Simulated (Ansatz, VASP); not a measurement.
**Cu in VASP and in Ansatz**

```xyz
4
Lattice="2.5308 0.0000 0.0000 -1.2654 2.1917 0.0000 0.0000 0.0000 8.2618" Properties=species:S:1:pos:R:3 pbc="T T T"
Cu    0.0000    0.0000    0.0000
Cu    0.0000    1.4611    2.0655
Cu    0.0000    0.0000    4.1309
Cu    1.2654    0.7306    6.1964
```

Alike in both runs: task single point; functional LDA; k mesh 9 × 9 × 3; no spin polarisation.

|  | VASP | Ansatz |
| --- | --- | --- |
| version | VASP 6.6.1 | Ansatz 0.2.0 |
| potentials or method | VASP PAW LDA potentials, release 64 (Cu) | plane waves, PAW |
| plane-wave cutoff (eV) | 520 | 420 |
| occupations | methfessel-paxton of order 1, width 0.05 eV | cold, width 0.05 eV |
| valence electrons in the cell | 44 | 76 |

```csv
,VASP,Ansatz,Ansatz less VASP
pressure (GPa),-7.5,-8.4,-0.87
"traceless stress, the component that is largest in VASP (GPa)",1.23,0.94,-0.283
```

LDA's correlation is that of Perdew and Zunger in VASP and of Perdew and Wang (1992) in Ansatz. VASP's potentials hold 44 valence electrons a cell and Ansatz's 76, so a difference there can come from the potentials and not from the codes.
